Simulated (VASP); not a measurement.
Set up this calculation in VASP 6.6.1, as the native input.

```yaml
Task: single point
Functional: PBEsol
Potentials_or_basis: VASP PAW PBE potentials, release 64 (Mo_sv, S)
Cutoff: 520 eV
k_mesh: 12 × 12 × 4
Occupations: methfessel-paxton, width 0.2 eV
Spin: no spin polarisation
Dipole_correction: no
Further_INCAR_settings: ALGO = Normal; EDIFF = 1e-07; NBANDS = 35
```

The structure of MoS2 lies in POSCAR:

```
MoS2
1.0
    3.1122796811      0.0000000000      0.0000000000
   -1.5561398406      2.6953132675      0.0000000000
    0.0000000000      0.0000000000     11.5786140975
Mo S
2 4
Direct
    0.3333333333      0.6666666667      0.2500000000
    0.6666666667      0.3333333333      0.7500000000
    0.3333333333      0.6666666667      0.6259932117
    0.6666666667      0.3333333333      0.1259932117
    0.3333333333      0.6666666667      0.8740067883
    0.6666666667      0.3333333333      0.3740067883
```

This cell differs from its parent crystal: volume 16.188 Å^3 an atom, c/a of the conventional cell 3.7203.

One way to write it, as run:

INCAR

```
PREC = Accurate ; ENCUT = 520
EDIFF = 1E-7 ; ISMEAR = 1
SIGMA = 0.2 ; LREAL = F
LASPH = T ; NELM = 80
ALGO = Normal ; ISIF = 2
LWAVE = F ; LCHARG = F
GGA = PS ; NBANDS = 35
```

KPOINTS

```
regular mesh
0
Gamma
  12 12 4
```

Potentials or basis: VASP PAW PBE potentials, release 64 (Mo_sv, S).

Command:

```sh
$ cat potpaw_PBE.64/Mo_sv/POTCAR potpaw_PBE.64/S/POTCAR > POTCAR
$ mpirun -np 1 vasp_std > vasp.out
```

Results of the run:

```yaml
Pressure: 20.2 GPa
Largest_force: 2.997 eV/Å
```

Caveat: the PAW data sets were made with another functional, which shifts forces and pressure a little; this functional lacks dispersion, which binds the layers, so the pressure and a relaxed spacing across them are unreliable.

It took 3.3 min on 1 thread of Intel(R) Xeon(R) Platinum 8488C (Sapphire Rapids), on a shared host, peak memory 0.3 GiB.
